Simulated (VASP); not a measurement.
Runs of VASP 6.6.1 on Si. The structure is that of space group Cmmm (No. 65), or close to it. The cells are those of the table. 

```csv
cell,gap on the mesh (eV),pressure (GPa)
"a = 2.621, b = 2.845, c = 2.466 Å, angles 90.0, 90.0, 117.4°, 1 atom",none,-8.7
"a = 2.621, b = 2.920, c = 2.466 Å, angles 90.0, 90.0, 116.7°, 1 atom",none,-10.1
"a = 2.621, b = 2.475, c = 2.466 Å, angles 90.0, 90.0, 122.0°, 1 atom",none,10.3
"a = 2.621, b = 2.882, c = 2.466 Å, angles 90.0, 90.0, 117.0°, 1 atom",none,-9.4
"a = 2.621, b = 2.403, c = 2.466 Å, angles 90.0, 90.0, 123.0°, 1 atom",none,18.7
"a = 2.621, b = 2.769, c = 2.466 Å, angles 90.0, 90.0, 118.2°, 1 atom",none,(a)
"a = 2.621, b = 2.332, c = 2.466 Å, angles 90.0, 90.0, 124.2°, 1 atom",none,(b)
```

Alike in all rows: task single point; level LDA; potentials or basis VASP PAW LDA potentials, release 64 (Si); no spin polarisation; k mesh 24 × 24 × 20; cutoff (eV) 520; smearing gaussian 0.15 eV.

Fill in the values left out.

(a) -6.8; (b) 29.9.

A gap of «none» marks levels without a gap at the run's occupations.
